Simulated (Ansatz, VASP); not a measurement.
**Two plane-wave programs on Cd**

```
CELL_PARAMETERS angstrom
5.56865 0.00000 0.00000
0.00000 5.56865 0.00000
0.00000 0.00000 5.56865
ATOMIC_POSITIONS crystal
Cd 0.00000 0.00000 0.00000
Cd 0.50000 0.50000 0.50000
Cd 0.25000 0.00000 0.50000
Cd 0.75000 0.00000 0.50000
Cd 0.50000 0.25000 0.00000
Cd 0.50000 0.75000 0.00000
Cd 0.00000 0.50000 0.25000
Cd 0.00000 0.50000 0.75000
```

Alike in both runs: task relaxation of cell and atoms; functional PBE; k mesh 5 × 5 × 5; occupations fermi-dirac, width 0.1 eV; no spin polarisation.

|  | VASP | Ansatz |
| --- | --- | --- |
| version | VASP 6.6.1 | Ansatz 0.2.0 |
| potentials or method | VASP PAW PBE potentials, release 64 (Cd), cutoff 600 eV | plane waves (420 eV) with PAW, scalar-relativistic |
| valence electrons in the cell | 96 | 160 |

|  | VASP | Ansatz | Ansatz less VASP |
| --- | --- | --- | --- |
| relaxed volume (Å³/atom) | 23.33 | 23.23 | -0.100 |
| relaxed length of the cell vector where the two differ most in proportion (Å) | 5.715 | 5.706 | -0.0082 |

VASP's potentials hold 96 valence electrons a cell and Ansatz's 160, so a difference there can come from the potentials and not from the codes.
